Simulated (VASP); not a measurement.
Here is a VASP 6.6.1 calculation.

The input INCAR:

```
ALGO = Normal
EDIFF = 1E-6
EDIFFG = -0.04
ENCUT = 600
GGA = PE
IBRION = 2
ISIF = 3
ISMEAR = 0
LASPH = True
LCHARG = False
LREAL = False
LWAVE = False
NELM = 80
NSW = 90
PREC = Accurate
SIGMA = 0.1
```

Contents of KPOINTS:

```
k-points
0
Gamma
  4 4 2
```

POSCAR

```
Ga2BSb3
1.0
    4.1125460900      0.0000000000      0.0000000000
    0.0000000000      4.1125460900      0.0000000000
    0.0000000000      0.0000000000      8.4326575200
Ga B Sb
2 1 3
Direct
    0.5000000000      0.5000000000      0.8050799500
    0.5000000000      0.5000000000      0.1949200500
    0.0000000000      0.0000000000      0.5000000000
    0.0000000000      0.0000000000      0.0000000000
    0.0000000000      0.0000000000      0.2753997500
    0.0000000000      0.0000000000      0.7246002500
```

Potentials or basis: VASP PAW PBE potentials, release 64 (Ga_d, B, Sb).

Launch:

```console
$ cat potpaw_PBE.64/Ga_d/POTCAR potpaw_PBE.64/B/POTCAR potpaw_PBE.64/Sb/POTCAR > POTCAR
$ mpirun -np 1 vasp_std > vasp.out
```

Task: Estimate the space group after relaxing (to 0.1 Å).

Result: P4/mmm (No. 123).

Task: Estimate the relaxed volume.

Result: 24.78 Å³/atom.

Task: What does it give for the relaxed cell?

Result: a = 3.415 Å, b = 3.415 Å, c = 12.749 Å, α = 90.00°, β = 90.00°, γ = 90.00°.

Forces in eV/Å, atoms in the order of the input:
```
Ga   0.000  0.000  0.007
Ga   0.000  0.000 -0.007
B    0.000  0.000  0.000
Sb   0.000  0.000  0.000
Sb   0.000  0.000  0.026
Sb   0.000  0.000 -0.026
```

Caveat: the k points lie up to 0.46 Å⁻¹ apart in the final cell; the highest band is partly filled, so the run has too few bands; a cell axis changed by over 15 % at a fixed basis, so the end point is rough.
